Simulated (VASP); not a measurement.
# AlP (scan) (F-43m) in VASP: notebook

Runs on AlP (scan). Level: r2SCAN. Tasks: single point, relaxation of cell and atoms.

Program: VASP 6.6.1. These are calculated values, not measurements. Logs are shortened: lines on timing, memory, paths and dates and some standing lists are left out, and cuts for length are marked.

### 1 The cell of the first run

Symmetry: F-43m, No. 216, cubic system. The conventional cell has a = 5.479 Å, b = 5.479 Å, c = 5.479 Å, α = 90.00°, β = 90.00°, γ = 90.00°. Al (site symmetry -43m) has 4 P at 2.37 Å within 3.1 Å. Within 3.1 Å of P (site symmetry -43m) lie 4 Al at 2.37 Å.

### 2 Single point, r2SCAN

Input file POSCAR:

```
AlP
1.0
    0.0000000000      2.7393129744      2.7393129744
    2.7393129744      0.0000000000      2.7393129744
    2.7393129744      2.7393129744      0.0000000000
Al P
1 1
Direct
    0.0000000000      0.0000000000      0.0000000000
    0.2500000000      0.2500000000      0.2500000000
```

Input file INCAR.step1:

```
PREC = Accurate ; ENCUT = 550
ISMEAR = 0 ; SIGMA = 0.02
LREAL = F ; LASPH = T
NELM = 120 ; NBANDS = 11
GGA = PE ; ALGO = Normal
EDIFF = 1E-5 ; LWAVE = T
LCHARG = F ; GGA_COMPAT = F
```

Input file INCAR.step2:

```
PREC = Accurate ; ENCUT = 550
EDIFF = 1E-6 ; ISMEAR = 0
SIGMA = 0.02 ; LREAL = F
LASPH = T ; NELM = 120
ALGO = Normal ; ISIF = 2
LWAVE = F ; LCHARG = F
METAGGA = R2SCAN ; LMIXTAU = T
NBANDS = 11 ; ISTART = 1
GGA_COMPAT = F
```

Input file KPOINTS:

```
Automatic mesh
0
Gamma
  8 8 8
```

Potentials or basis: VASP PAW PBE potentials, release 64 (Al, P).

Started as:

```
$ cat potpaw_PBE.64/Al/POTCAR potpaw_PBE.64/P/POTCAR > POTCAR
$ cp INCAR.step1 INCAR
$ mpirun -np 1 vasp_std > vasp.out
$ cp INCAR.step2 INCAR
$ mpirun -np 1 vasp_std > vasp.out
```

OUTCAR:

```text
PREC = Accurate
   ENCUT = 550
   EDIFF = 1E-6
   ISMEAR = 0
   LREAL = F
   LASPH = T
   NELM = 120
   ISIF = 2
   METAGGA = R2SCAN
   ISTART = 1

 ion  position               nearest neighbor table
   1  0.000  0.000  0.000-   2 2.37   2 2.37   2 2.37   2 2.37
   2  0.250  0.250  0.250-   1 2.37   1 2.37   1 2.37   1 2.37

  LATTYP: Found a face centered cubic cell.
 ALAT       =     5.4786259488

  Lattice vectors:

 A1 = (   0.0000000000,   2.7393129744,   2.7393129744)
 A2 = (   2.7393129744,   0.0000000000,   2.7393129744)
 A3 = (   2.7393129744,   2.7393129744,   0.0000000000)

Analysis of symmetry for initial positions (statically):
=====================================================================
 Subroutine PRICEL returns:
 Original cell was already a primitive cell.

 Routine SETGRP: Setting up the symmetry group for a
 face centered cubic supercell.

 Subroutine GETGRP returns: Found 24 space group operations
 (whereof 24 operations were pure point group operations)
 out of a pool of 48 trial point group operations.

The static configuration has the point symmetry T_d .

Analysis of symmetry for dynamics (positions and initial velocities):
=====================================================================
 Subroutine PRICEL returns:
 Original cell was already a primitive cell.

 Routine SETGRP: Setting up the symmetry group for a
 face centered cubic supercell.

 Subroutine GETGRP returns: Found 24 space group operations
 (whereof 24 operations were pure point group operations)
 out of a pool of 48 trial point group operations.

The dynamic configuration has the point symmetry T_d .

 Subroutine INISYM returns: Found 24 space group operations
 (whereof 24 operations are pure point group operations),
 and found     1 'primitive' translations

----------------------------------------------------------------------------------------

                                     Primitive cell

  volume of cell :      41.1107

  direct lattice vectors                    reciprocal lattice vectors
     0.000000000  2.739312974  2.739312974    -0.182527519  0.182527519  0.182527519
     2.739312974  0.000000000  2.739312974     0.182527519 -0.182527519  0.182527519
     2.739312974  2.739312974  0.000000000     0.182527519  0.182527519 -0.182527519

  length of vectors
     3.873973560  3.873973560  3.873973560     0.316146936  0.316146936  0.316146936

  position of ions in fractional coordinates (direct lattice)
     0.000000000  0.000000000  0.000000000
     0.250000000  0.250000000  0.250000000

  ion indices of the primitive-cell ions
   primitive index   ion index
                 1           1
                 2           2

----------------------------------------------------------------------------------------

 KPOINTS: Automatic mesh

Automatic generation of k-mesh.
 Grid dimensions read from file:
 generate k-points for:    8    8    8

 Generating k-lattice:

  Cartesian coordinates                     Fractional coordinates (reciprocal lattice)
    -0.022815940  0.022815940  0.022815940     0.125000000  0.000000000  0.000000000
     0.022815940 -0.022815940  0.022815940     0.000000000  0.125000000  0.000000000
     0.022815940  0.022815940 -0.022815940     0.000000000  0.000000000  0.125000000

  Length of vectors
     0.039518367  0.039518367  0.039518367

  Shift w.r.t. Gamma in fractional coordinates (k-lattice)
     0.000000000  0.000000000  0.000000000

 Subroutine IBZKPT returns following result:
 ===========================================

 Found     29 irreducible k-points:

 Following reciprocal coordinates:
            Coordinates               Weight
  0.000000  0.000000  0.000000      1.000000
  0.125000  0.000000  0.000000      8.000000
  0.250000  0.000000  0.000000      8.000000
  0.375000  0.000000  0.000000      8.000000
  0.500000  0.000000  0.000000      4.000000
  0.125000  0.125000  0.000000      6.000000
[... 16 lines left out ...]
  0.500000  0.250000  0.125000     48.000000
 -0.375000  0.250000  0.125000     24.000000
 [... further k-points ...]
   k-points           NKPTS =     29   k-points in BZ     NKDIM =     29   number of bands    NBANDS=     11
   number of dos      NEDOS =    301   number of ions     NIONS =      2
   total plane-waves  NPLWV =  27000
   dimension x,y,z NGX =    30 NGY =   30 NGZ =   30
   dimension x,y,z NGXF=    60 NGYF=   60 NGZF=   60
   ions per type =               1   1
   NGX,Y,Z   is equivalent  to a cutoff of  12.87, 12.87, 12.87 a.u.
   NGXF,Y,Z  is equivalent  to a cutoff of  25.75, 25.75, 25.75 a.u.
 SYSTEM =  unknown system
   PREC   = accura    normal or accurate (medium, high low for compatibility)
   ISTART =      1    job   : 0-new  1-cont  2-samecut
   ICHARG =      0    charge: 1-file 2-atom 10-const
   ISPIN  =      1    spin polarized calculation?
   LNONCOLLINEAR =      F non collinear calculations
   LSORBIT =      F    spin-orbit coupling
   LASPH  =      T    aspherical Exc in radial PAW
   ENCUT  =  550.0 eV  40.42 Ry    6.36 a.u.   7.41  7.41  7.41*2*pi/ulx,y,z
   NELM   =    120;   NELMIN=  2; NELMDL=  0     # of ELM steps
   EDIFF  = 0.1E-05   stopping-criterion for ELM
   LREAL  =      F    real-space projection
   EDIFFG = 0.1E-04   stopping-criterion for IOM
   NSW    =      0    number of steps for IOM
   IBRION =     -1    ionic relax: 0-MD 1-quasi-New 2-CG
   NFREE  =      0    steps in history (QN), initial steepest desc. (CG)
   ISIF   =      2    stress and relaxation
   ISYM   =      2    0-nonsym 1-usesym 2-fastsym
   POTIM  = 0.5000    time-step for ionic-motion
   TEBEG  =    0.0;   TEEND  =   0.0 temperature during run
   PSTRESS=    0.0 pullay stress
   NELECT =       8.0000    total number of electrons
   NUPDOWN=      -1.0000    fix difference up-down
   EMIN   =  10.00;   EMAX   =-10.00  energy-range for DOS
   EFERMI =   0.00;   METHOD = LEGACY
   ISMEAR =     0;   SIGMA  =   0.02  broadening in eV -4-tet -1-fermi 0-gaus
   EFERMI_NEDOS =   21; number of points for ismear=-14 and -15
   IALGO  =     38    algorithm
   IMIX   =      4    mixing-type and parameters
     AMIX     =   0.40;   BMIX     =  1.00
     AMIX_MAG =   1.60;   BMIX_MAG =  1.00
  volume/ion in A,a.u.               =      20.56       138.71
  Fermi-wavevector in a.u.,A,eV,Ry     =   0.948680  1.792746 12.245164  0.899994
  Thomas-Fermi vector in A             =   2.076892
   LORBIT       =      0    0 simple, 1 ext, 2 COOP (PROOUT), +10 PAW based schemes
   METAGGA = R2SCAN    functional components
   LHFCALC =     F    Hartree Fock is set to
   AEXX    =    0.0000 exact exchange contribution
   IVDW    =     0    specifies the selected vdW correction
   LEPSILON=     F    determine dielectric tensor
   LRPA    =     F    only Hartree local field effects (RPA)
 non-spin polarized calculation
 Gauss-broadening in eV      SIGMA  =   0.02
  energy-cutoff  :      550.00
  volume of cell :       41.11
 maximum number of plane-waves:      1243
 NGX is ok and might be reduce to    30
   NGX = 15   NGY = 15   NGZ = 15

 number of electron       7.9999999 magnetization

 Free energy of the ion-electron system (eV)
  ---------------------------------------------------
  ext. energy  EPLUGINS =         0.00000000
  ---------------------------------------------------
  free energy    TOTEN  =       -17.20949591 eV

  energy without entropy =      -17.20949591  energy(sigma->0) =      -17.20949591

 E-fermi :   4.4390     XC(G=0):  -9.5904

 val. band max:        4.3140133267   @ k =   0.0000   0.0000   0.0000
 cond. band min:       6.2427393642   @ k =   0.5000   0.5000   0.0000
 fundamental gap:      1.9287260374
 Fermi energy:         4.4389791499

 k-point     1 :       0.0000    0.0000    0.0000
  band No.  band energies     occupation
      1      -7.6153      2.00000
      2       4.3140      2.00000
      3       4.3140      2.00000
      4       4.3140      2.00000
      5       8.2231      0.00000
      6       9.2750      0.00000
      7       9.2750      0.00000
      8       9.2750      0.00000
      9      13.6128      0.00000
     10      13.6128      0.00000
     11      15.4346      0.00000

 k-point     2 :       0.1250    0.0000    0.0000
  band No.  band energies     occupation
      1      -7.4374      2.00000
      2       3.1043      2.00000
      3       4.1633      2.00000
      4       4.1633      2.00000
      5       8.5494      0.00000
      6       9.5692      0.00000
      7       9.5692      0.00000
      8       9.8950      0.00000
      9      13.1351      0.00000
     10      13.1351      0.00000
     11      16.0549      0.00000

 k-point     3 :       0.2500    0.0000    0.0000
  band No.  band energies     occupation
      1      -6.9379      2.00000
      2       1.1085      2.00000
      3       3.8613      2.00000
      4       3.8613      2.00000
      5       8.1235      0.00000
      6       9.8840      0.00000
      7       9.8840      0.00000
      8      11.8492      0.00000
      9      13.1400      0.00000
     10      13.1400      0.00000
     11      15.4345      0.00000

 k-point     4 :       0.3750    0.0000    0.0000
  band No.  band energies     occupation
      1      -6.2705      2.00000
      2      -0.5822      2.00000
      3       3.6174      2.00000
      4       3.6174      2.00000
      5       7.7386      0.00000
      6       9.6830      0.00000
      7       9.6830      0.00000
      8      13.1279      0.00000
      9      14.6066      0.00000
     10      14.6066      0.00000
     11      15.7338      0.00000
[... 239 lines left out ...]
 k-point    22 :       0.3750    0.2500    0.1250
  band No.  band energies     occupation
      1      -6.5155      2.00000
      2       0.7783      2.00000
      3       2.3950      2.00000
      4       3.3863      2.00000
      5       8.5720      0.00000
      6       9.6357      0.00000
      7      10.2109      0.00000
      8      11.6333      0.00000
      9      13.2364      0.00000
     10      15.7735      0.00000
     11      18.0559      0.00000

 k-point    23 :       0.5000    0.2500    0.1250
  band No.  band energies     occupation
      1      -5.9055      2.00000
      2      -0.3666      2.00000
      3       1.8233      2.00000
      4       2.9958      2.00000
      5       8.6767      0.00000
      6       9.5669      0.00000
      7      10.8469      0.00000
      8      11.9411      0.00000
      9      14.4234      0.00000
     10      16.4134      0.00000
     11      17.8797      0.00000

 k-point    24 :      -0.3750    0.2500    0.1250
  band No.  band energies     occupation
      1      -5.5746      2.00000
      2      -0.9397      2.00000
      3       1.6885      2.00000
      4       2.8035      2.00000
      5       8.6706      0.00000
      6       9.2959      0.00000
      7      11.7145      0.00000
      8      12.5611      0.00000
      9      13.9552      0.00000
     10      16.4988      0.00000
     11      17.8097      0.00000

 [... further k-points ...]
[... 5 lines left out ...]
  --------------------------------------------------------------------------------------
  -------------------------------------------------------------------------------------
  Total       -0.0777533     -0.0777533     -0.0777533      0.0000000      0.0000000      0.0000000
  in kB       -3.0302215     -3.0302215     -3.0302215      0.0000000      0.0000000      0.0000000
  external PRESSURE =      -3.0302215 kB  Pullay stress =       0.0000000 kB

 VOLUME and BASIS-vectors are now :
 -----------------------------------------------------------------------------
  energy-cutoff  :      550.00
  volume of cell :       41.11
      direct lattice vectors                 reciprocal lattice vectors
     0.000000000  2.739312974  2.739312974    -0.182527519  0.182527519  0.182527519
     2.739312974  0.000000000  2.739312974     0.182527519 -0.182527519  0.182527519
     2.739312974  2.739312974  0.000000000     0.182527519  0.182527519 -0.182527519

 POSITION                                       TOTAL-FORCE (eV/Angst)
 -----------------------------------------------------------------------------------
      0.00000      0.00000      0.00000        -0.000000     -0.000000     -0.000000
      1.36966      1.36966      1.36966         0.000000      0.000000      0.000000
 -----------------------------------------------------------------------------------
    total drift:                               -0.000000     -0.000000     -0.000000

  FREE ENERGIE OF THE ION-ELECTRON SYSTEM (eV)
  ---------------------------------------------------
  free  energy   TOTEN  =       -17.2094959053 eV

  energy  without entropy=      -17.2094959053  energy(sigma->0) =      -17.20949591
```

Wall time 37 s (1 thread of Intel Xeon 6975P-C (Granite Rapids), shared host); peak memory 0.17 GiB.

What came out:

- Free energy: -17.2095 eV
- Pressure: -0.3 GPa
- Band gap on the k mesh: 1.93 eV, indirect (least direct gap 3.91 eV)

Caveat: the PAW data sets were made with another functional, which shifts forces and pressure a little. A k mesh can miss the band edges.

### 3 Single point, r2SCAN

POSCAR is that of step 2.

Input file INCAR.step1:

```
SYSTEM = AlP
PREC     = Accurate       ! precision mode
ENCUT    = 550            ! plane-wave cutoff, eV
ISMEAR   = 0              ! smearing method
SIGMA    = 0.02           ! smearing width, eV
LREAL    = .False.        ! projectors in reciprocal space
LASPH    = .True.         ! aspherical terms in the spheres
NELM     = 120            ! most SCF steps
NBANDS   = 11             ! bands
GGA      = PE             ! functional
ALGO     = Normal         ! electronic algorithm
EDIFF    = 1E-5           ! SCF threshold, eV
LWAVE    = .True.         ! write WAVECAR
LCHARG   = .False.        ! write CHGCAR
GGA_COMPAT= .False.
```

Input file INCAR.step2:

```
SYSTEM = AlP
PREC     = Accurate       ! precision mode
ENCUT    = 550            ! plane-wave cutoff, eV
EDIFF    = 1E-6           ! SCF threshold, eV
ISMEAR   = 0              ! smearing method
SIGMA    = 0.02           ! smearing width, eV
LREAL    = .False.        ! projectors in reciprocal space
LASPH    = .True.         ! aspherical terms in the spheres
NELM     = 120            ! most SCF steps
ALGO     = Normal         ! electronic algorithm
ISIF     = 2              ! what is computed and relaxed
LWAVE    = .False.        ! write WAVECAR
LCHARG   = .True.         ! write CHGCAR
METAGGA  = R2SCAN         ! meta-GGA
LMIXTAU  = .True.       
LELF     = .True.         ! ELF
LVHAR    = .True.       
NBANDS   = 11             ! bands
ISTART   = 1            
GGA_COMPAT= .False.
```

Input file KPOINTS:

```
Automatic mesh
0
Gamma
  8 8 8
  0 0 0
```

Potentials or basis: VASP PAW PBE potentials, release 64 (Al, P).

Started as:

```
$ cat potpaw_PBE.64/Al/POTCAR potpaw_PBE.64/P/POTCAR > POTCAR
$ cp INCAR.step1 INCAR
$ mpirun -np 1 vasp_std > vasp.out
$ cp INCAR.step2 INCAR
$ mpirun -np 1 vasp_std > vasp.out
```

Run time: 31 s. Hardware: 1 thread of Intel Xeon 6975P-C (Granite Rapids), shared host; peak memory 0.17 GiB.

The run converged. Its results:

```
Free energy            : -17.2095 eV
Pressure               : -0.3 GPa
Band gap on the k mesh : 1.93 eV, indirect (least direct gap 3.91 eV)
```

Levels at points of the mesh, in eV from the valence-band top:
```
           k point  band 1  band 2  band 3  band 4  band 5  band 6  band 7  band 8
(0.00, 0.00, 0.00)  -11.93    0.00    0.00    0.00    3.91    4.96    4.96    4.96
(0.50, 0.00, 0.00)  -10.21   -5.63   -0.79   -0.79    3.29    5.22    5.22    8.92
(0.50, 0.50, 0.00)   -9.53   -5.40   -2.16   -2.16    1.93    2.85   11.90   11.90
```

Caveat: the PAW data sets were made with another functional, which shifts forces and pressure a little. r2SCAN opens gaps a little over a GGA but as a rule still falls short of measured ones.

### 4 Relaxation of cell and atoms, r2SCAN

This run uses another cell than the first one, of 20.39 Å³/atom, 0.992 times its volume.

Input file POSCAR:

```
AlP
1.0
    0.0000000000      2.7320000000      2.7320000000
    2.7320000000      0.0000000000      2.7320000000
    2.7320000000      2.7320000000      0.0000000000
Al P
1 1
Direct
    0.0000000000      0.0000000000      0.0000000000
    0.2500000000      0.2500000000      0.2500000000
```

Input file INCAR.step1:

```
ALGO = Normal ; EDIFF = 1E-5
EDIFFG = -0.005 ; ENCUT = 550
GGA = PE ; GGA_COMPAT = False
IBRION = 2 ; ISIF = 3
ISMEAR = 0 ; LASPH = True
LCHARG = False ; LREAL = False
LWAVE = True ; NELM = 120
NELMIN = 4 ; NSW = 100
PREC = Accurate ; SIGMA = 0.02
```

Input file INCAR.step2:

```
ALGO = Normal ; EDIFF = 1E-7
EDIFFG = -0.002 ; ENCUT = 550
GGA_COMPAT = False ; IBRION = 2
ISIF = 3 ; ISMEAR = 0
ISTART = 1 ; LASPH = True
LCHARG = False ; LMIXTAU = True
LREAL = False ; LWAVE = False
METAGGA = R2SCAN ; NELM = 120
NELMIN = 4 ; NSW = 100
PREC = Accurate ; SIGMA = 0.02
```

Input file KPOINTS:

```
k-points
0
Gamma
  8 8 8
```

Started as:

```
$ cat potpaw_PBE.64/Al/POTCAR potpaw_PBE.64/P/POTCAR > POTCAR
$ cp INCAR.step1 INCAR
$ mpirun -np 1 vasp_std > vasp.out
$ cp INCAR.step2 INCAR
$ mpirun -np 1 vasp_std > vasp.out
```

Run time: 72 s. Hardware: 1 thread of Intel Xeon 6975P-C (Granite Rapids), shared host; peak memory 0.17 GiB.

Results (log left out):

```yaml
Free_energy: -17.2096 eV
Relaxed_volume: 20.49 Å³/atom
Relaxed_cell: a = 3.870 Å, b = 3.870 Å, c = 3.870 Å, α = 60.00°, β = 60.00°, γ = 60.00°
Space_group_after_relaxing_to_0.05_Å: F-43m (No. 216)
Energy_gained_by_relaxing: 0.1 meV/atom
Ionic_steps: 4
Pressure_after_relaxing: 0.0 GPa
Band_gap_on_the_k_mesh: 1.92 eV, indirect (least direct gap 3.94 eV)
```

The path:
```tsv
step	energy change (eV)	largest force (eV/Å)	pressure (GPa)	volume (Å³)
1	0.0000	0.0000	0.43	40.78
2	-0.0001	0.0000	-0.29	41.11
3	-0.0002	0.0000	0.02	40.96
4	-0.0002	0.0000	0.00	40.97
```

Final structure:
```
Al P
1.0
     0.00000    2.73623    2.73623
     2.73623    0.00000    2.73623
     2.73623    2.73623    0.00000
Al P
1 1
Direct
  0.00000 0.00000 0.00000
  0.25000 0.25000 0.25000
```

Levels at points of the mesh, in eV from the valence-band top:
| k point | band 2 | band 3 | band 4 | band 5 | band 6 | band 7 |
| --- | --- | --- | --- | --- | --- | --- |
| (0.00, 0.00, 0.00) | 0.00 | 0.00 | 0.00 | 3.94 | 4.97 | 4.97 |
| (0.50, 0.00, 0.00) | -5.64 | -0.79 | -0.79 | 3.30 | 5.22 | 5.22 |
| (0.50, 0.50, 0.00) | -5.41 | -2.17 | -2.17 | 1.92 | 2.85 | 11.93 |

Caveat: the PAW data sets were made with another functional, which shifts forces and pressure a little.
